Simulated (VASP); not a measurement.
# TaN (Fm-3m) in VASP: further runs, part 2 of 2

VASP 6.6.1. Earlier steps stand in the parts before.

## Step 4: Single point, PBEsol (strained)

Input file INCAR:

```
  ALGO = Normal
  EDIFF = 1E-6
  ENCUT = 520
  GGA = PS
  ISIF = 2
  ISMEAR = 0
  LASPH = T
  LCHARG = F
  LREAL = F
  LWAVE = F
  NBANDS = 15
  NELM = 60
  PREC = Accurate
  SIGMA = 0.1
```

Input file KPOINTS:

```
k-points
0
Gamma
  16 16 16
```

Input file POSCAR:

```
TaN
1.0
    0.0000000000      2.1643571200      2.1643571200
    2.1643571200      0.0000000000      2.1643571200
    2.1643571200      2.1643571200      0.0000000000
Ta N
1 1
Direct
    0.5000000000      0.5000000000      0.5000000000
    0.0000000000      0.0000000000      0.0000000000
```

Potentials or basis: VASP PAW PBE potentials, release 64 (Ta_pv, N).

Command:

```sh
cat potpaw_PBE.64/Ta_pv/POTCAR potpaw_PBE.64/N/POTCAR > POTCAR
mpirun -np 1 vasp_std > vasp.out
```

OUTCAR:

```text
EDIFF = 1E-6
   ENCUT = 520
   GGA = PS
   ISIF = 2
   ISMEAR = 0
   LASPH = T
   LREAL = F
   NELM = 60
   PREC = Accurate

 ion  position               nearest neighbor table
   1  0.500  0.500  0.500-   2 2.16   2 2.16   2 2.16   2 2.16   2 2.16   2 2.16
   2  0.000  0.000  0.000-   1 2.16   1 2.16   1 2.16   1 2.16   1 2.16   1 2.16

  LATTYP: Found a face centered cubic cell.
 ALAT       =     4.3287142400

  Lattice vectors:

 A1 = (   0.0000000000,   2.1643571200,   2.1643571200)
 A2 = (   2.1643571200,   0.0000000000,   2.1643571200)
 A3 = (   2.1643571200,   2.1643571200,   0.0000000000)

Analysis of symmetry for initial positions (statically):
=====================================================================
 Subroutine PRICEL returns:
 Original cell was already a primitive cell.

 Routine SETGRP: Setting up the symmetry group for a
 face centered cubic supercell.

 Subroutine GETGRP returns: Found 48 space group operations
 (whereof 48 operations were pure point group operations)
 out of a pool of 48 trial point group operations.

The static configuration has the point symmetry O_h .

Analysis of symmetry for dynamics (positions and initial velocities):
=====================================================================
 Subroutine PRICEL returns:
 Original cell was already a primitive cell.

 Routine SETGRP: Setting up the symmetry group for a
 face centered cubic supercell.

 Subroutine GETGRP returns: Found 48 space group operations
 (whereof 48 operations were pure point group operations)
 out of a pool of 48 trial point group operations.

The dynamic configuration has the point symmetry O_h .

 Subroutine INISYM returns: Found 48 space group operations
 (whereof 48 operations are pure point group operations),
 and found     1 'primitive' translations

----------------------------------------------------------------------------------------

                                     Primitive cell

[... 119 lines left out ...]
   LEPSILON=     F    determine dielectric tensor
   LRPA    =     F    only Hartree local field effects (RPA)
 non-spin polarized calculation
 Gauss-broadening in eV      SIGMA  =   0.10
  energy-cutoff  :      520.00
  volume of cell :       20.28
 maximum number of plane-waves:       568
   NGX = 11   NGY = 11   NGZ = 11

 number of electron      15.9999998 magnetization

 Free energy of the ion-electron system (eV)
  ---------------------------------------------------
  ext. energy  EPLUGINS =         0.00000000
  ---------------------------------------------------
  free energy    TOTEN  =       -23.18074110 eV

  energy without entropy =      -23.17531085  energy(sigma->0) =      -23.17802597

 E-fermi :   9.9126     XC(G=0): -13.8524

 val. band max:        9.8994210078   @ k =  -0.2500   0.3750   0.1250
 cond. band min:       9.9166484121   @ k =  -0.3125   0.3125   0.1250
 fundamental gap:      0.0172274043
 Fermi energy:         9.9126066743

 k-point     1 :       0.0000    0.0000    0.0000
  band No.  band energies     occupation
      1     -25.6898      2.00000
      2     -25.6898      2.00000
      3     -25.6898      2.00000
      4      -9.2803      2.00000
      5       5.9923      2.00000
      6       5.9923      2.00000
      7       5.9923      2.00000
      8       7.6561      2.00000
      9       7.6561      2.00000
     10       7.6561      2.00000
     11       9.9588      0.51358
     12       9.9588      0.51358
     13      11.8876      0.00000
     14      19.3159      0.00000
[... 401 lines left out ...]
      2     -25.7164      2.00000
      3     -25.6921      2.00000
      4      -9.0037      2.00000
      5       4.7274      2.00000
      6       5.0296      2.00000
      7       5.3950      2.00000
      8       7.8415      2.00000
      9       8.0920      2.00000
     10       8.4167      2.00000
     11      10.4377      0.00000
     12      11.3402      0.00000
     13      12.6740      0.00000
     14      20.1338      0.00000
     15      22.3976      0.00000

 [... further k-points ...]

------------------------ aborting loop because EDIFF is reached ----------------------------------------

  FORCE on cell =-STRESS in cart. coord.  units (eV):
  Direction    XX          YY          ZZ          XY          YZ          ZX
  --------------------------------------------------------------------------------------
  -------------------------------------------------------------------------------------
  Total        1.7247291      1.7247291      1.7247291     -0.0000000     -0.0000000      0.0000000
  in kB      136.2745397    136.2745397    136.2745397     -0.0000000     -0.0000000      0.0000000
  external PRESSURE =     136.2745397 kB  Pullay stress =       0.0000000 kB

 VOLUME and BASIS-vectors are now :
 -----------------------------------------------------------------------------
  energy-cutoff  :      520.00
  volume of cell :       20.28
      direct lattice vectors                 reciprocal lattice vectors
     0.000000000  2.164357120  2.164357120    -0.231015480  0.231015480  0.231015480
     2.164357120  0.000000000  2.164357120     0.231015480 -0.231015480  0.231015480
     2.164357120  2.164357120  0.000000000     0.231015480  0.231015480 -0.231015480

 POSITION                                       TOTAL-FORCE (eV/Angst)
 -----------------------------------------------------------------------------------
      2.16436      2.16436      2.16436         0.000000      0.000000      0.000000
      0.00000      0.00000      0.00000        -0.000000     -0.000000     -0.000000
 -----------------------------------------------------------------------------------
    total drift:                                0.000000     -0.000000     -0.000000

  FREE ENERGIE OF THE ION-ELECTRON SYSTEM (eV)
  ---------------------------------------------------
  free  energy   TOTEN  =       -23.1807410984 eV

  energy  without entropy=      -23.1753108472  energy(sigma->0) =      -23.17802597
```

OSZICAR:

```text
N       E                     dE             d eps       ncg     rms          rms(c)
DAV:   1     0.865442043297E+02    0.86544E+02   -0.87858E+03  4358   0.114E+03
DAV:   2    -0.233419209116E+02   -0.10989E+03   -0.10354E+03  5421   0.305E+02
DAV:   3    -0.259679474327E+02   -0.26260E+01   -0.26087E+01  4840   0.439E+01
DAV:   4    -0.259778548505E+02   -0.99074E-02   -0.99042E-02  5715   0.283E+00
DAV:   5    -0.259779177164E+02   -0.62866E-04   -0.62863E-04  4861   0.198E-01    0.269E+01
DAV:   6    -0.232783614042E+02    0.26996E+01   -0.47896E+00  5299   0.254E+01    0.115E+01
DAV:   7    -0.232173607439E+02    0.61001E-01   -0.46776E-01  5253   0.560E+00    0.766E+00
DAV:   8    -0.231865570401E+02    0.30804E-01   -0.13459E-01  4952   0.298E+00    0.160E+00
DAV:   9    -0.231809429440E+02    0.56141E-02   -0.16691E-02  4742   0.103E+00    0.345E-01
DAV:  10    -0.231807901592E+02    0.15278E-03   -0.10563E-03  5239   0.377E-01    0.702E-02
DAV:  11    -0.231807431180E+02    0.47041E-04   -0.10675E-04  4903   0.117E-01    0.267E-02
DAV:  12    -0.231807413796E+02    0.17384E-05   -0.76915E-06  4952   0.264E-02    0.338E-03
DAV:  13    -0.231807410984E+02    0.28120E-06   -0.53683E-07  2693   0.613E-03
   1 F= -.23180741E+02 E0= -.23178026E+02  d E =-.543025E-02
```

Wall time 57 s (1 thread of Intel Xeon 8259CL, shared host); peak memory 0.17 GiB.

What came out:

```yaml
Free_energy: -23.1807 eV
Pressure: 13.6 GPa
Band_gap_on_the_k_mesh: zero (bands 8 and 9 overlap by 4.32 eV)
```

Caveat: the cell differs from its parent crystal (strained); the cell stands under pressure; the PAW data sets were made with another functional, which shifts forces and pressure a little; spin-orbit coupling is left out, which moves the levels of the heavy elements.

## Step 5: Single point, PBEsol (strained)

Input file INCAR:

```
  ALGO = Normal
  EDIFF = 1E-7
  ENCUT = 520
  GGA = PS
  ISIF = 2
  ISMEAR = 0
  LASPH = T
  LCHARG = F
  LREAL = F
  LWAVE = F
  NBANDS = 15
  NELM = 80
  PREC = Accurate
  SIGMA = 0.1
```

KPOINTS is that of step 4.

Input file POSCAR:

```
TaN
1.0
    0.0000000000      2.2421256300      2.2421256300
    2.2421256300      0.0000000000      2.2421256300
    2.2421256300      2.2421256300      0.0000000000
Ta N
1 1
Direct
    0.5000000000      0.5000000000      0.5000000000
    0.0000000000      0.0000000000      0.0000000000
```

Potentials or basis: VASP PAW PBE potentials, release 64 (Ta_pv, N).

Command:

```sh
cat potpaw_PBE.64/Ta_pv/POTCAR potpaw_PBE.64/N/POTCAR > POTCAR
mpirun -np 1 vasp_std > vasp.out
```

OUTCAR:

```text
EDIFF = 1E-7
   ENCUT = 520
   GGA = PS
   ISIF = 2
   ISMEAR = 0
   LASPH = T
   LREAL = F
   NELM = 80
   PREC = Accurate

 ion  position               nearest neighbor table
   1  0.500  0.500  0.500-   2 2.24   2 2.24   2 2.24   2 2.24   2 2.24   2 2.24
   2  0.000  0.000  0.000-   1 2.24   1 2.24   1 2.24   1 2.24   1 2.24   1 2.24

  LATTYP: Found a face centered cubic cell.
 ALAT       =     4.4842512600

  Lattice vectors:

 A1 = (   0.0000000000,   2.2421256300,   2.2421256300)
 A2 = (   2.2421256300,   0.0000000000,   2.2421256300)
 A3 = (   2.2421256300,   2.2421256300,   0.0000000000)

Analysis of symmetry for initial positions (statically):
=====================================================================
 Subroutine PRICEL returns:
 Original cell was already a primitive cell.

 Routine SETGRP: Setting up the symmetry group for a
 face centered cubic supercell.

 Subroutine GETGRP returns: Found 48 space group operations
 (whereof 48 operations were pure point group operations)
 out of a pool of 48 trial point group operations.

The static configuration has the point symmetry O_h .

Analysis of symmetry for dynamics (positions and initial velocities):
=====================================================================
 Subroutine PRICEL returns:
 Original cell was already a primitive cell.

 Routine SETGRP: Setting up the symmetry group for a
 face centered cubic supercell.

 Subroutine GETGRP returns: Found 48 space group operations
 (whereof 48 operations were pure point group operations)
 out of a pool of 48 trial point group operations.

The dynamic configuration has the point symmetry O_h .

 Subroutine INISYM returns: Found 48 space group operations
 (whereof 48 operations are pure point group operations),
 and found     1 'primitive' translations

----------------------------------------------------------------------------------------

                                     Primitive cell

[... 119 lines left out ...]
   LEPSILON=     F    determine dielectric tensor
   LRPA    =     F    only Hartree local field effects (RPA)
 non-spin polarized calculation
 Gauss-broadening in eV      SIGMA  =   0.10
  energy-cutoff  :      520.00
  volume of cell :       22.54
 maximum number of plane-waves:       620
   NGX = 11   NGY = 11   NGZ = 11

 number of electron      16.0000000 magnetization

 Free energy of the ion-electron system (eV)
  ---------------------------------------------------
  ext. energy  EPLUGINS =         0.00000000
  ---------------------------------------------------
  free energy    TOTEN  =       -23.10219105 eV

  energy without entropy =      -23.09613502  energy(sigma->0) =      -23.09916303

 E-fermi :   8.7101     XC(G=0): -13.2702

 val. band max:        8.7072931112   @ k =  -0.3125   0.3750   0.1875
 cond. band min:       8.7152912781   @ k =  -0.2500   0.3750   0.1250
 fundamental gap:      0.0079981670
 Fermi energy:         8.7101022110

 k-point     1 :       0.0000    0.0000    0.0000
  band No.  band energies     occupation
      1     -27.0931      2.00000
      2     -27.0931      2.00000
      3     -27.0931      2.00000
      4      -9.6008      2.00000
      5       5.0975      2.00000
      6       5.0975      2.00000
      7       5.0975      2.00000
      8       6.7533      2.00000
      9       6.7533      2.00000
     10       6.7533      2.00000
     11       8.7365      0.70892
     12       8.7365      0.70892
     13       9.7792      0.00000
     14      18.0752      0.00000
[... 401 lines left out ...]
      2     -27.1110      2.00000
      3     -27.0951      2.00000
      4      -9.3769      2.00000
      5       3.9215      2.00000
      6       4.2639      2.00000
      7       4.5829      2.00000
      8       6.9167      2.00000
      9       7.1235      2.00000
     10       7.4012      2.00000
     11       9.0907      0.00000
     12       9.9338      0.00000
     13      10.6304      0.00000
     14      18.7815      0.00000
     15      20.9526      0.00000

 [... further k-points ...]

------------------------ aborting loop because EDIFF is reached ----------------------------------------

  FORCE on cell =-STRESS in cart. coord.  units (eV):
  Direction    XX          YY          ZZ          XY          YZ          ZX
  --------------------------------------------------------------------------------------
  -------------------------------------------------------------------------------------
  Total       -3.0368308     -3.0368308     -3.0368308     -0.0000000      0.0000000     -0.0000000
  in kB     -215.8347395   -215.8347395   -215.8347395     -0.0000000      0.0000000     -0.0000000
  external PRESSURE =    -215.8347395 kB  Pullay stress =       0.0000000 kB

 VOLUME and BASIS-vectors are now :
 -----------------------------------------------------------------------------
  energy-cutoff  :      520.00
  volume of cell :       22.54
      direct lattice vectors                 reciprocal lattice vectors
     0.000000000  2.242125630  2.242125630    -0.223002669  0.223002669  0.223002669
     2.242125630  0.000000000  2.242125630     0.223002669 -0.223002669  0.223002669
     2.242125630  2.242125630  0.000000000     0.223002669  0.223002669 -0.223002669

 POSITION                                       TOTAL-FORCE (eV/Angst)
 -----------------------------------------------------------------------------------
      2.24213      2.24213      2.24213         0.000000      0.000000      0.000000
      0.00000      0.00000      0.00000        -0.000000     -0.000000     -0.000000
 -----------------------------------------------------------------------------------
    total drift:                                0.000000     -0.000000     -0.000000

  FREE ENERGIE OF THE ION-ELECTRON SYSTEM (eV)
  ---------------------------------------------------
  free  energy   TOTEN  =       -23.1021910454 eV

  energy  without entropy=      -23.0961350215  energy(sigma->0) =      -23.09916303
```

It took 76 s on 1 thread of Intel Xeon 8259CL, shared host; peak memory 0.18 GiB.

What came out:

```yaml
Free_energy: -23.1022 eV
Pressure: -21.6 GPa
Band_gap_on_the_k_mesh: zero (bands 8 and 9 overlap by 3.70 eV)
```

Caveat: the cell differs from its parent crystal (strained); the cell stands under tension; the PAW data sets were made with another functional, which shifts forces and pressure a little; spin-orbit coupling is left out, which moves the levels of the heavy elements.

## Step 6: The runs side by side

```tsv
level	potentials or basis	cell	gap on the mesh (eV)	pressure (GPa)
LDA	VASP PAW LDA potentials, release 64 (Ta_pv, N)	a = 3.037 Å, angles 60.0°, 2 atoms	none	17.5
PBEsol	VASP PAW PBE potentials, release 64 (Ta_pv, N)	a = 3.061 Å, angles 60.0°, 2 atoms	none	13.6
PBEsol	VASP PAW PBE potentials, release 64 (Ta_pv, N)	a = 3.171 Å, angles 60.0°, 2 atoms	none	-21.6
```

Alike in all rows: task single point; no spin polarisation; k mesh 16 × 16 × 16; cutoff (eV) 520; smearing gaussian 0.1 eV.

Caveats: spin-orbit coupling is left out, which moves the levels of the heavy elements; the cell stands under pressure (at least some runs); the PAW data sets were made with another functional, which shifts forces and pressure a little (at least some runs); the cell stands under tension (at least some runs).

Absolute energies hang on the potentials; compare differences alone.
